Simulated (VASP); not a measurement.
# ZrTaS3 (Pm-3m) in VASP: further runs

ZrTaS3 is run at these levels: PBE; tasks: single point, relaxation of cell and atoms.

Everything below comes from runs of VASP 6.6.1. Logs are shortened: lines on timing, memory, paths and dates and some standing lists are left out, and cuts for length are marked.

## Step 1: The cell of the first run

It takes space group Pm-3m (No. 221, cubic). The conventional cell has a = 4.877 Å, b = 4.877 Å, c = 4.877 Å, α = 90.00°, β = 90.00°, γ = 90.00°. Zr (site symmetry m-3m) has 6 S at 2.44 Å within 3.2 Å. Within 4.5 Å of Ta (site symmetry m-3m) lie 12 S at 3.45 Å and 8 Zr at 4.22 Å. S (site symmetry 4/mmm) has 2 Zr at 2.44 Å within 3.2 Å.

The cell was generated, and may not be a known phase.

## Step 2: Single point, PBE, collinear spin

INCAR reads:

```
SYSTEM = ZrTaS3
PREC = Accurate
ENCUT = 520
EDIFF = 1E-7
ISMEAR = 0
SIGMA = 0.1
LREAL = .False.
LASPH = .True.
NELM = 150
ALGO = Normal
ISIF = 2
LWAVE = .False.
LCHARG = .True.
ISPIN = 2
MAGMOM = 0 1 0 0 0
LORBIT = 11
LMAXMIX = 4
GGA = PE
LELF = .True.
LVHAR = .True.
NBANDS = 32
```

KPOINTS reads:

```
Automatic mesh
0
Gamma
  4 4 4
  0 0 0
```

POSCAR reads:

```
ZrTaS3
1.0
    4.8770113319      0.0000000000      0.0000000000
    0.0000000000      4.8770113319      0.0000000000
    0.0000000000      0.0000000000      4.8770113319
Zr Ta S
1 1 3
Direct
    0.0000000000      0.0000000000      0.0000000000
    0.5000000000      0.5000000000      0.5000000000
    0.5000000000      0.0000000000      0.0000000000
    0.0000000000      0.5000000000      0.0000000000
    0.0000000000      0.0000000000      0.5000000000
```

Potentials or basis: VASP PAW PBE potentials, release 64 (Zr_sv, Ta_pv, S).

On the command line:

```sh
> cat potpaw_PBE.64/Zr_sv/POTCAR potpaw_PBE.64/Ta_pv/POTCAR potpaw_PBE.64/S/POTCAR > POTCAR
> mpirun -np 1 vasp_std > vasp.out
```

OUTCAR:

```text
SYSTEM = ZrTaS3
   PREC = Accurate
   ENCUT = 520
   EDIFF = 1E-7
   ISMEAR = 0
   LREAL = .False.
   LASPH = .True.
   NELM = 150
   ISIF = 2
   ISPIN = 2
   LORBIT = 11
   GGA = PE

 ion  position               nearest neighbor table
   1  0.000  0.000  0.000-   3 2.44   4 2.44   5 2.44   5 2.44   4 2.44   3 2.44
   2  0.500  0.500  0.500-
   3  0.500  0.000  0.000-   1 2.44   1 2.44
   4  0.000  0.500  0.000-   1 2.44   1 2.44
   5  0.000  0.000  0.500-   1 2.44   1 2.44

  LATTYP: Found a simple cubic cell.
 ALAT       =     4.8770113319

  Lattice vectors:

 A1 = (   4.8770113319,   0.0000000000,   0.0000000000)
 A2 = (   0.0000000000,   4.8770113319,   0.0000000000)
 A3 = (   0.0000000000,   0.0000000000,   4.8770113319)

Analysis of symmetry for initial positions (statically):
=====================================================================
 Subroutine PRICEL returns:
 Original cell was already a primitive cell.

 Routine SETGRP: Setting up the symmetry group for a
 simple cubic supercell.

 Subroutine GETGRP returns: Found 48 space group operations
 (whereof 48 operations were pure point group operations)
 out of a pool of 48 trial point group operations.

The static configuration has the point symmetry O_h .

Analysis of symmetry for dynamics (positions and initial velocities):
=====================================================================
 Subroutine PRICEL returns:
 Original cell was already a primitive cell.

 Routine SETGRP: Setting up the symmetry group for a
 simple cubic supercell.

 Subroutine GETGRP returns: Found 48 space group operations
 (whereof 48 operations were pure point group operations)
 out of a pool of 48 trial point group operations.

The dynamic configuration has the point symmetry O_h .

Analysis of structural, dynamic, and magnetic symmetry:
=====================================================================
 Subroutine PRICEL returns:
 Original cell was already a primitive cell.

 Routine SETGRP: Setting up the symmetry group for a
 simple cubic supercell.

 Subroutine GETGRP returns: Found 48 space group operations
 (whereof 48 operations were pure point group operations)
 out of a pool of 48 trial point group operations.

The overall configuration has the point symmetry O_h .

 Subroutine INISYM returns: Found 48 space group operations
 (whereof 48 operations are pure point group operations),
 and found     1 'primitive' translations

----------------------------------------------------------------------------------------

                                     Primitive cell

  volume of cell :     116.0009

  direct lattice vectors                    reciprocal lattice vectors
     4.877011332  0.000000000  0.000000000     0.205043608  0.000000000  0.000000000
     0.000000000  4.877011332  0.000000000     0.000000000  0.205043608  0.000000000
     0.000000000  0.000000000  4.877011332     0.000000000  0.000000000  0.205043608

  length of vectors
     4.877011332  4.877011332  4.877011332     0.205043608  0.205043608  0.205043608

  position of ions in fractional coordinates (direct lattice)
     0.000000000  0.000000000  0.000000000
     0.500000000  0.500000000  0.500000000
     0.500000000  0.000000000  0.000000000
     0.000000000  0.500000000  0.000000000
     0.000000000  0.000000000  0.500000000

  ion indices of the primitive-cell ions
   primitive index   ion index
                 1           1
                 2           2
                 3           3
                 4           4
                 5           5

----------------------------------------------------------------------------------------

 KPOINTS: Automatic mesh

Automatic generation of k-mesh.
 Grid dimensions read from file:
 generate k-points for:    4    4    4

 Generating k-lattice:

  Cartesian coordinates                     Fractional coordinates (reciprocal lattice)
     0.051260902  0.000000000  0.000000000     0.250000000  0.000000000  0.000000000
     0.000000000  0.051260902  0.000000000     0.000000000  0.250000000  0.000000000
     0.000000000  0.000000000  0.051260902     0.000000000  0.000000000  0.250000000

  Length of vectors
     0.051260902  0.051260902  0.051260902

  Shift w.r.t. Gamma in fractional coordinates (k-lattice)
     0.000000000  0.000000000  0.000000000

 Subroutine IBZKPT returns following result:
 ===========================================

 Found     10 irreducible k-points:

 Following reciprocal coordinates:
            Coordinates               Weight
  0.000000  0.000000  0.000000      1.000000
  0.250000  0.000000  0.000000      6.000000
  0.500000  0.000000  0.000000      3.000000
  0.250000  0.250000  0.000000     12.000000
  0.500000  0.250000  0.000000     12.000000
  0.500000  0.500000  0.000000      3.000000
  0.250000  0.250000  0.250000      8.000000
  0.500000  0.250000  0.250000     12.000000
  0.500000  0.500000  0.250000      6.000000
[... 26 lines left out ...]
   ISYM   =      2    0-nonsym 1-usesym 2-fastsym
   POTIM  = 0.5000    time-step for ionic-motion
   TEBEG  =    0.0;   TEEND  =   0.0 temperature during run
   PSTRESS=    0.0 pullay stress
   NELECT =      41.0000    total number of electrons
   NUPDOWN=      -1.0000    fix difference up-down
   EMIN   =  10.00;   EMAX   =-10.00  energy-range for DOS
   EFERMI =   0.00;   METHOD = LEGACY
   ISMEAR =     0;   SIGMA  =   0.10  broadening in eV -4-tet -1-fermi 0-gaus
   EFERMI_NEDOS =   21; number of points for ismear=-14 and -15
   IALGO  =     38    algorithm
   IMIX   =      4    mixing-type and parameters
     AMIX     =   0.40;   BMIX     =  1.00
     AMIX_MAG =   1.60;   BMIX_MAG =  1.00
  volume/ion in A,a.u.               =      23.20       156.56
  Fermi-wavevector in a.u.,A,eV,Ry     =   1.157486  2.187331 18.228725  1.339773
  Thomas-Fermi vector in A             =   2.294097
   LORBIT       =     11    0 simple, 1 ext, 2 COOP (PROOUT), +10 PAW based schemes
   GGA     = PE    functional components
   LHFCALC =     F    Hartree Fock is set to
   AEXX    =    0.0000 exact exchange contribution
   IVDW    =     0    specifies the selected vdW correction
   LEPSILON=     F    determine dielectric tensor
   LRPA    =     F    only Hartree local field effects (RPA)
 spin polarized calculation
 Gauss-broadening in eV      SIGMA  =   0.10
  energy-cutoff  :      520.00
  volume of cell :      116.00
 maximum number of plane-waves:      3136
   NGX = 19   NGY = 19   NGZ = 19

 number of electron      40.9999990 magnetization       2.6611843

 Free energy of the ion-electron system (eV)
  ---------------------------------------------------
  ext. energy  EPLUGINS =         0.00000000
  ---------------------------------------------------
  free energy    TOTEN  =       -31.83482440 eV

  energy without entropy =      -31.80912943  energy(sigma->0) =      -31.82197691

 E-fermi :   5.0584     XC(G=0):  -9.8678

 val. band max:        5.0238620206   @ k =   0.5000   0.2500   0.0000
 cond. band min:       5.0874819066   @ k =   0.5000   0.2500   0.2500
 fundamental gap:      0.0636198860
 Fermi energy:         5.0583938630

 spin component 1

 k-point     1 :       0.0000    0.0000    0.0000
  band No.  band energies     occupation
      1     -44.2334      1.00000
      2     -31.3210      1.00000
      3     -31.3210      1.00000
      4     -31.3210      1.00000
      5     -22.3831      1.00000
      6     -22.3831      1.00000
[... 339 lines left out ...]
     31      11.9603      0.00000
     32      12.3783      0.00000
 Fermi energy:         5.0583938630

 spin component 2

 k-point     1 :       0.0000    0.0000    0.0000
  band No.  band energies     occupation
      1     -44.2260      1.00000
      2     -30.0413      1.00000
      3     -30.0413      1.00000
      4     -30.0413      1.00000
      5     -22.3751      1.00000
      6     -22.3751      1.00000
[... 339 lines left out ...]
     31      12.0736      0.00000
     32      13.3440      0.00000

------------------------ aborting loop because EDIFF is reached ----------------------------------------

  FORCE on cell =-STRESS in cart. coord.  units (eV):
  Direction    XX          YY          ZZ          XY          YZ          ZX
  --------------------------------------------------------------------------------------
  -------------------------------------------------------------------------------------
  Total        0.2306588      0.2306588      0.2306588     -0.0000000      0.0000000     -0.0000000
  in kB        3.1858057      3.1858057      3.1858057     -0.0000000      0.0000000     -0.0000000
  external PRESSURE =       3.1858057 kB  Pullay stress =       0.0000000 kB

 VOLUME and BASIS-vectors are now :
 -----------------------------------------------------------------------------
  energy-cutoff  :      520.00
  volume of cell :      116.00
      direct lattice vectors                 reciprocal lattice vectors
     4.877011332  0.000000000  0.000000000     0.205043608  0.000000000  0.000000000
     0.000000000  4.877011332  0.000000000     0.000000000  0.205043608  0.000000000
     0.000000000  0.000000000  4.877011332     0.000000000  0.000000000  0.205043608

 POSITION                                       TOTAL-FORCE (eV/Angst)
 -----------------------------------------------------------------------------------
      0.00000      0.00000      0.00000         0.000000      0.000000      0.000000
      2.43851      2.43851      2.43851         0.000000      0.000000      0.000000
      2.43851      0.00000      0.00000         0.000000      0.000000      0.000000
      0.00000      2.43851      0.00000         0.000000      0.000000      0.000000
      0.00000      0.00000      2.43851         0.000000      0.000000      0.000000
 -----------------------------------------------------------------------------------
    total drift:                                0.000000      0.000000     -0.000000

  FREE ENERGIE OF THE ION-ELECTRON SYSTEM (eV)
  ---------------------------------------------------
  free  energy   TOTEN  =       -31.8348244009 eV

  energy  without entropy=      -31.8091294268  energy(sigma->0) =      -31.82197691

 total charge

# of ion       s       p       d       tot
------------------------------------------
    1        2.192   6.047   1.595   9.834
    2        0.250   5.959   2.132   8.340
    3        1.353   2.392   0.000   3.745
    4        1.353   2.392   0.000   3.745
    5        1.353   2.392   0.000   3.745
--------------------------------------------------
tot          6.499  19.183   3.727  29.410

 magnetization (x)

# of ion       s       p       d       tot
------------------------------------------
    1        0.003   0.001   0.008   0.012
    2        0.149   0.013   1.815   1.976
    3        0.005  -0.082   0.000  -0.077
    4        0.005  -0.082   0.000  -0.077
    5        0.005  -0.082   0.000  -0.077
--------------------------------------------------
tot          0.167  -0.232   1.823   1.758
```

Run time: 93 s. Hardware: 1 thread of AMD EPYC 7R13, shared host; peak memory 0.27 GiB.

Results:

```
Free energy                                           : -31.8348 eV
Pressure                                              : 0.3 GPa
Net moment                                            : 2.66 μB per cell
Site moments                                          : Zr +0.01; Ta +1.98; S -0.08 μB
Valence electrons inside the program's atomic spheres : Zr 9.83; Ta 8.34; S 3.75
```

Levels at points of the mesh, in eV from the Fermi level:
Spin up:
```
           k point  band 18  band 19  band 20  band 21  band 22  band 23  band 24  band 25  band 26  band 27
(0.00, 0.00, 0.00)    -1.12    -1.12    -1.12    -1.01    -1.01    -0.96    -0.96    -0.96     0.69     0.69
(0.50, 0.00, 0.00)    -1.53    -1.53    -0.51    -0.44     0.11     0.55     0.84     0.84     1.60     2.64
(0.50, 0.50, 0.00)    -2.52    -1.17    -0.65    -0.19     0.53     0.53     0.54     0.66     2.84     2.84
(0.50, 0.50, 0.50)    -0.52    -0.52    -0.52    -0.37    -0.37    -0.37    -0.31    -0.31     3.16     3.16
```
Spin down:
```csv
k point,band 17,band 18,band 19,band 20,band 21,band 22
"(0.00, 0.00, 0.00)",-1.15,-1.15,-1.15,-0.29,-0.29,-0.29
"(0.50, 0.00, 0.00)",-2.77,-1.47,-1.47,0.11,1.06,1.55
"(0.50, 0.50, 0.00)",-2.88,-2.54,-0.86,1.28,1.39,1.88
"(0.50, 0.50, 0.50)",-0.66,-0.66,-0.66,-0.17,1.17,1.17
```

Caveat: spin-orbit coupling is left out, which moves the levels of the heavy elements.

## Step 3: Relaxation of cell and atoms, PBE, collinear spin

This run uses another cell than the first one, of 18.00 Å³/atom.

INCAR reads:

```
ALGO = Normal
EDIFF = 1E-7
EDIFFG = -0.04
ENCUT = 600
GGA = PE
IBRION = 2
ISIF = 3
ISMEAR = 0
ISPIN = 2
LASPH = True
LCHARG = False
LMAXMIX = 4
LORBIT = 11
LREAL = False
LWAVE = False
MAGMOM = 0 1 0 0 0
NELM = 150
NSW = 90
PREC = Accurate
SIGMA = 0.1
```

KPOINTS reads:

```
k-points
0
Gamma
  4 4 4
```

Changes to POSCAR since step 2:

```diff
@@ -2,5 +2,5 @@
 1.0
-    4.8770113319      0.0000000000      0.0000000000
-    0.0000000000      4.8770113319      0.0000000000
-    0.0000000000      0.0000000000      4.8770113319
+    4.4812502300      0.0000000000      0.0000000000
+    0.0000000000      4.4812502300      0.0000000000
+    0.0000000000      0.0000000000      4.4812502300
 Zr Ta S
```

Potentials or basis: VASP PAW PBE potentials, release 64 (Zr_sv, Ta_pv, S).

On the command line:

```sh
> cat potpaw_PBE.64/Zr_sv/POTCAR potpaw_PBE.64/Ta_pv/POTCAR potpaw_PBE.64/S/POTCAR > POTCAR
> mpirun -np 1 vasp_std > vasp.out
```

Wall time 5.2 min (1 thread of AMD EPYC 7R13, shared host); peak memory 0.28 GiB.

Results (log left out):

```
Free energy                                           : -31.8045 eV
Relaxed volume                                        : 23.39 Å³/atom
Relaxed cell                                          : a = 4.890 Å, b = 4.890 Å, c = 4.890 Å, α = 90.00°, β = 90.00°, γ = 90.00°
Space group after relaxing (to 0.1 Å)                 : Pm-3m (No. 221)
Energy gained by relaxing                             : 465.2 meV/atom
Ionic steps                                           : 4
Pressure after relaxing                               : -0.2 GPa
Net moment                                            : -2.67 μB per cell
Site moments                                          : Zr -0.01; Ta -1.98; S +0.07 μB
Valence electrons inside the program's atomic spheres : Zr 9.82; Ta 8.34; S 3.74
```

The path:
| step | energy change (eV) | largest force (eV/Å) | pressure (GPa) | volume (Å³) |
| --- | --- | --- | --- | --- |
| 1 | 0.0000 | 0.0000 | 30.87 | 89.99 |
| 2 | -1.3183 | 0.0000 | -10.23 | 143.14 |
| 3 | -2.3194 | 0.0000 | -1.18 | 118.44 |
| 4 | -2.3262 | 0.0000 | -0.24 | 116.95 |

Final structure:
```
Zr Ta S
1.0
     4.89034    0.00000    0.00000
     0.00000    4.89034    0.00000
     0.00000    0.00000    4.89034
Zr Ta S
1 1 3
Cartesian
  0.0000 0.0000 0.0000
  2.4452 2.4452 2.4452
  2.4452 0.0000 0.0000
  0.0000 2.4452 0.0000
  0.0000 0.0000 2.4452
```

Levels at points of the mesh, in eV from the Fermi level:
Spin up:
```
           k point  band 16  band 17  band 18  band 19  band 20  band 21  band 22  band 23
(0.00, 0.00, 0.00)    -1.96    -1.15    -1.15    -1.15    -0.27    -0.27    -0.27    -0.11
(0.50, 0.00, 0.00)    -3.44    -2.74    -1.47    -1.47     0.13     1.54     2.11     2.15
(0.50, 0.50, 0.00)    -2.85    -2.85    -2.54    -0.85     1.28     1.37     1.86     1.88
(0.50, 0.50, 0.50)    -4.62    -0.66    -0.66    -0.66    -0.17     1.16     1.16     1.16
```
Spin down:
```tsv
k point	band 19	band 20	band 21	band 22	band 23	band 24	band 25
(0.00, 0.00, 0.00)	-1.13	-1.13	-1.01	-1.01	-0.95	-0.95	-0.95
(0.50, 0.00, 0.00)	-1.53	-0.46	0.13	0.53	0.82	0.82	1.57
(0.50, 0.50, 0.00)	-1.16	-0.66	-0.19	0.51	0.52	0.52	0.63
(0.50, 0.50, 0.50)	-0.51	-0.51	-0.37	-0.37	-0.37	-0.33	-0.33
```

Caveat: the volume moved by over 15 % at a fixed basis, so the end points are rough; the highest band is partly filled, so the run has too few bands; spin-orbit coupling is left out, which moves the levels of the heavy elements.

## Step 4: Single point, PBE, collinear spin

This run uses another cell than the first one, of 23.34 Å³/atom.

INCAR reads:

```
SYSTEM = ZrTaS3
  PREC = Accurate
  ENCUT = 520
  EDIFF = 1E-6
  ISMEAR = 0
  SIGMA = 0.1
  LREAL = .FALSE.
  LASPH = .TRUE.
  NELM = 150
  ALGO = Normal
  ISIF = 2
  LWAVE = .FALSE.
  LCHARG = .FALSE.
  ISPIN = 2
  MAGMOM = 0 2.68 0 0 0
  LORBIT = 11
  LMAXMIX = 4
  GGA = PE
  NBANDS = 32
```

KPOINTS reads:

```
Automatic mesh
0
G
  8 8 8
  0 0 0
```

Changes to POSCAR since step 3:

```diff
@@ -2,5 +2,5 @@
 1.0
-    4.4812502300      0.0000000000      0.0000000000
-    0.0000000000      4.4812502300      0.0000000000
-    0.0000000000      0.0000000000      4.4812502300
+    4.8866488976      0.0000000000      0.0000000000
+    0.0000000000      4.8866488976      0.0000000000
+    0.0000000000      0.0000000000      4.8866488976
 Zr Ta S
```

On the command line:

```sh
> cat potpaw_PBE.64/Zr_sv/POTCAR potpaw_PBE.64/Ta_pv/POTCAR potpaw_PBE.64/S/POTCAR > POTCAR
> mpirun -np 1 vasp_std > vasp.out
```

Wall time 3.4 min (1 thread of AMD EPYC 7R13, shared host); peak memory 0.38 GiB.

The run converged. Its results:

```
Free energy                                           : -31.8785 eV
Pressure                                              : 0.0 GPa
Net moment                                            : 2.89 μB per cell
Site moments                                          : Zr +0.06; Ta +2.05; S -0.07 μB
Valence electrons inside the program's atomic spheres : Zr 9.82; Ta 8.36; S 3.75
```

Levels at points of the mesh, in eV from the Fermi level:
Spin up:
```csv
k point,band 18,band 19,band 20,band 21,band 22,band 23,band 24,band 25,band 26,band 27
"(0.00, 0.00, 0.00)",-1.23,-1.23,-1.23,-1.04,-1.04,-1.04,-1.02,-1.02,0.57,0.57
"(0.50, 0.00, 0.00)",-1.63,-1.63,-0.55,-0.45,-0.04,0.51,0.78,0.78,1.50,2.47
"(0.50, 0.50, 0.00)",-2.64,-1.22,-0.67,-0.23,0.47,0.47,0.49,0.55,2.67,2.67
"(0.50, 0.50, 0.50)",-0.62,-0.62,-0.62,-0.42,-0.42,-0.42,-0.32,-0.32,2.98,2.98
```
Spin down:
| k point | band 17 | band 18 | band 19 | band 20 | band 21 | band 22 |
| --- | --- | --- | --- | --- | --- | --- |
| (0.00, 0.00, 0.00) | -1.25 | -1.25 | -1.25 | -0.35 | -0.35 | -0.35 |
| (0.50, 0.00, 0.00) | -2.82 | -1.56 | -1.56 | 0.02 | 1.12 | 1.56 |
| (0.50, 0.50, 0.00) | -2.94 | -2.65 | -0.93 | 1.29 | 1.44 | 1.83 |
| (0.50, 0.50, 0.50) | -0.75 | -0.75 | -0.75 | -0.17 | 1.22 | 1.22 |

Caveat: spin-orbit coupling is left out, which moves the levels of the heavy elements.

## Step 5: Overview

| task | cell | k mesh | cutoff (eV) | gap on the mesh (eV) | pressure (GPa) | moment (μB) |
| --- | --- | --- | --- | --- | --- | --- |
| single point | a = 4.877 Å, 5 atoms | 4 × 4 × 4 | 520 | none | 0.3 | 2.66 |
| relaxation of cell and atoms | relaxed from a = 4.481 Å, 5 atoms | 4 × 4 × 4 | 600 | - | -0.2 | 2.67 |
| single point | a = 4.887 Å, 5 atoms | 8 × 8 × 8 | 520 | none | 0.0 | 2.89 |

Alike in all rows: level PBE; potentials or basis VASP PAW PBE potentials, release 64 (Zr_sv, Ta_pv, S); spin collinear; smearing gaussian 0.1 eV.

Caveats: spin-orbit coupling is left out, which moves the levels of the heavy elements; the volume moved by over 15 % at a fixed basis, so the end points are rough (at least some runs); the highest band is partly filled, so the run has too few bands (at least some runs).

Total energies depend on the potentials used, so only differences within one code and one set of settings carry meaning.

The gap in the log of VASP goes by the Fermi energy; the results here count the filled bands.